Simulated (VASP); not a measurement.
Input of a VASP 6.6.1 run:

File INCAR:

```
ALGO     = Normal         # electronic algorithm
EDIFF    = 1E-6           # SCF threshold, eV
ENCUT    = 520            # plane-wave cutoff, eV
GGA      = RP             # functional
ISIF     = 2              # what is computed and relaxed
ISMEAR   = -1             # smearing method
IVDW     = 13             # dispersion correction
LASPH    = True           # aspherical terms in the spheres
LCHARG   = True           # write CHGCAR
LELF     = True           # ELF
LREAL    = False          # projectors in reciprocal space
LVHAR    = True         
LWAVE    = False          # write WAVECAR
NBANDS   = 16             # bands
NELM     = 80             # most SCF steps
PREC     = Accurate       # precision mode
SIGMA    = 0.05           # smearing width, eV
```

Contents of KPOINTS:

```
k-points
0
Gamma
  10 10 5
```

File POSCAR:

```
SiC
1.0
    3.0553550827      0.0000000000      0.0000000000
   -1.5276775413      2.6460151191      0.0000000000
    0.0000000000      0.0000000000      5.0141197845
Si C
2 2
Direct
    0.6666666667      0.3333333333      0.5000000000
    0.3333333333      0.6666666667      0.0000000000
    0.6666666667      0.3333333333      0.8850000000
    0.3333333333      0.6666666667      0.3850000000
```

Potentials or basis: VASP PAW PBE potentials, release 64 (Si, C).

The run is started by

```bash
$ cat potpaw_PBE.64/Si/POTCAR potpaw_PBE.64/C/POTCAR > POTCAR
$ mpirun -np 1 vasp_std > vasp.out
```

**Question.** What does it give for the largest force?

**Answer.** 0.777 eV/Å.

**Question.** Predict the band gap on the k mesh.

**Answer.** 2.48 eV, indirect (least direct gap 4.15 eV).

Stress tensor (GPa, compression positive):
```
 2.71  0.00  0.00
 0.00  2.71  0.00
 0.00  0.00 -2.62
```

Caveat: the PAW data sets were made with another functional, which shifts forces and pressure a little. A k mesh can miss the band edges.
